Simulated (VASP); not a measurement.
Mg4Se:

```
Mg Se
1.0
     3.13964    0.00000    0.00000
    -1.56982    2.71901    0.00000
     0.00000    0.00000   10.09546
Mg Se
4 1
Direct
  0.33333 0.66667 0.86586
  0.33333 0.66667 0.37680
  0.66667 0.33333 0.13414
  0.66667 0.33333 0.62320
  0.00000 0.00000 0.00000
```

- Program: VASP 6.6.1
- Task: relaxation of cell and atoms
- Functional: PBE
- Potentials or basis: VASP PAW PBE potentials, release 64 (Mg, Se)
- Cutoff: 600 eV
- k mesh: 6 × 6 × 2
- Occupations: gaussian, width 0.1 eV
- Spin: no spin polarisation

At the start: pressure 34.8 GPa; volume 17.24 Å³/atom.

**Question.** Where does the relaxation end?

**Answer.** Over 14 steps the energy falls by 753.5 meV/atom and the volume is 24.28 Å³/atom (+40.9 %); space group P-3m1 (No. 164, to 0.05 Å).

Step by step:
| step | energy change (eV) | largest force (eV/Å) | pressure (GPa) | volume (Å³) |
| --- | --- | --- | --- | --- |
| 1 | 0.0000 | 4.9358 | 34.82 | 86.18 |
| 2 | -3.2592 | 0.7270 | -4.53 | 141.81 |
| 3 | -3.6083 | 0.1952 | 0.12 | 121.98 |
| 4 | -3.6094 | 0.1942 | -0.32 | 123.24 |
| 5 | -3.6789 | 0.2207 | -0.15 | 123.06 |
| 6 | -3.7180 | 0.2525 | 0.10 | 122.73 |
| 7 | -3.6759 | 0.4029 | 0.77 | 121.67 |
| 8 | -3.7237 | 0.2747 | 0.27 | 122.48 |
| 9 | -3.7399 | 0.2299 | -0.16 | 123.37 |
| 10 | -3.7495 | 0.1586 | -0.85 | 124.93 |
| 11 | -3.7615 | 0.0946 | -0.50 | 123.26 |
| 12 | -3.7661 | 0.0448 | -0.04 | 121.40 |
| 13 | -3.7661 | 0.0435 | -0.06 | 121.50 |
| 14 | -3.7673 | 0.0272 | -0.04 | 121.42 |

Final structure:
```xyz
5
Lattice="3.6781 0.0000 0.0000 -1.8391 3.1854 0.0000 0.0000 0.0000 10.3638" Properties=species:S:1:pos:R:3 pbc="T T T"
Mg    0.0000    2.1236    8.7161
Mg    0.0000    2.1236    4.0289
Mg    1.8391    1.0618    1.6477
Mg    1.8391    1.0618    6.3349
Se    0.0000    0.0000    0.0000
```

Caveat: the k points lie up to 0.33 Å⁻¹ apart in the final cell; the volume moved by over 15 % at a fixed basis, so the end points are rough.
